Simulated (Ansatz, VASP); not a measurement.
Ni in VASP and in Ansatz

Contents of INCAR:

```
PREC = Accurate
ENCUT = 520
EDIFF = 1E-6
ISMEAR = -1
SIGMA = 0.1
LREAL = F
LASPH = T
NELM = 150
ALGO = Normal
ISIF = 2
LWAVE = F
LCHARG = F
ISPIN = 2
MAGMOM = 1 1 1 1 1
LORBIT = 11
LMAXMIX = 4
LDIPOL = T
IDIPOL = 3
DIPOL = 0.5 0.5 0.500
GGA = PS
NBANDS = 37
```

Contents of KPOINTS:

```
regular mesh
0
Gamma
  17 17 1
```

POSCAR

```
Ni
1.0
    2.4496600307      0.0000000000      0.0000000000
    0.0000000000      2.4496600307      0.0000000000
    0.0000000000      0.0000000000     19.8338000000
Ni
5
Direct
    0.0000000000      0.0000000000      0.3277245302
    0.5000000000      0.5000000000      0.4120101718
    0.0000000000      0.0000000000      0.4999998574
    0.5000000000      0.5000000000      0.5879897235
    0.0000000000      0.0000000000      0.6722754698
```

Input for Ansatz:

```yaml
crystal:
  lattice:
    - [2.4496600307, 0.0, 0.0]
    - [0.0, 2.4496600307, 0.0]
    - [0.0, 0.0, 19.8338]
  atoms:
    - { symbol: Ni, position: [0.0, 0.0, 0.3277245302], spin: 1.0 }
    - { symbol: Ni, position: [0.5, 0.5, 0.4120101718], spin: 1.0 }
    - { symbol: Ni, position: [0.0, 0.0, 0.4999998574], spin: 1.0 }
    - { symbol: Ni, position: [0.5, 0.5, 0.5879897235], spin: 1.0 }
    - { symbol: Ni, position: [0.0, 0.0, 0.6722754698], spin: 1.0 }
magnetization:
  spin_polarized: true
kpoints:
  mp_grid: { grid: [17, 17, 1] }
scf:
  occupations: { method: fermi_dirac, width: 0.1 }
hamiltonian:
  xc: pbesol
  pseudopotentials: { kind: all_electron, lapw: { basis_error: 0.001 } }
output:
  forces: true
  stress: true
  eigenvalues: true
efield:
  axis: 3
  amplitude: 0
  dipole_correction: true
```

Alike in both runs: task single point; functional PBEsol; k mesh 17 × 17 × 1; occupations fermi-dirac, width 0.1 eV; collinear spin.

|  | VASP | Ansatz |
| --- | --- | --- |
| version | VASP 6.6.1 | Ansatz 0.2.0 |
| potentials or method | VASP PAW PBE potentials, release 64 (Ni), cutoff 520 eV | all-electron LAPW, scalar-relativistic |

|  | VASP | Ansatz | Ansatz less VASP |
| --- | --- | --- | --- |
| rms of the force components (eV/Å) | 0.004 | 0.000 | -0.0033 |
| net moment per atom (μB) | 0.65 | 0.66 | +0.013 |
| size of the moment on the site where the two differ most (μB) | 0.62 | 0.65 | +0.034 |

VASP's potentials were made for PBE, not for PBEsol. Site moments also hang on the region over which each program counts them. Atom by atom the forces differ by 0.004 eV/Å (rms over components). Ansatz ran all-electron here, and VASP with PAW potentials. Ansatz's warnings: vacuum density over bound.
